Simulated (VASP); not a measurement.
A run of VASP 6.6.1:

File INCAR:

```
SYSTEM = SnSe2
  PREC = Accurate
  ENCUT = 600
  EDIFF = 1E-6
  ISMEAR = 0
  SIGMA = 0.01
  LREAL = .FALSE.
  LASPH = .TRUE.
  NELM = 80
  ALGO = Normal
  ISIF = 3
  LWAVE = .FALSE.
  LCHARG = .FALSE.
  GGA = PS
  IBRION = 2
  NSW = 80
  EDIFFG = -0.01
  PSTRESS = 300.0
```

Contents of KPOINTS:

```
Automatic mesh
0
G
  6 6 5
  0 0 0
```

The input POSCAR:

```
SnSe2
1.0
    4.0600000000      0.0000000000      0.0000000000
   -2.0300000000      3.5160631394      0.0000000000
    0.0000000000      0.0000000000      4.4660000000
Sn Se
1 2
Direct
    0.0000000000      0.0000000000      0.0000000000
    0.3333333333      0.6666666667      0.5000000000
    0.6666666667      0.3333333333      0.5000000000
```

Potentials or basis: VASP PAW PBE potentials, release 64 (Sn_d, Se).

Command:

```sh
$ cat potpaw_PBE.64/Sn_d/POTCAR potpaw_PBE.64/Se/POTCAR > POTCAR
$ mpirun -np 1 vasp_std > vasp.out
```

Hardware: 1 thread of Intel(R) Xeon(R) 6975P-C (Granite Rapids), on a shared host.

Q: Estimate the wall time of this run.

A: Wall time 2.1 min on 1 thread of Intel(R) Xeon(R) 6975P-C (Granite Rapids), with other jobs on the host, peak memory 0.21 GiB. Counts: scf iterations 121, k points 21, ion steps 16.
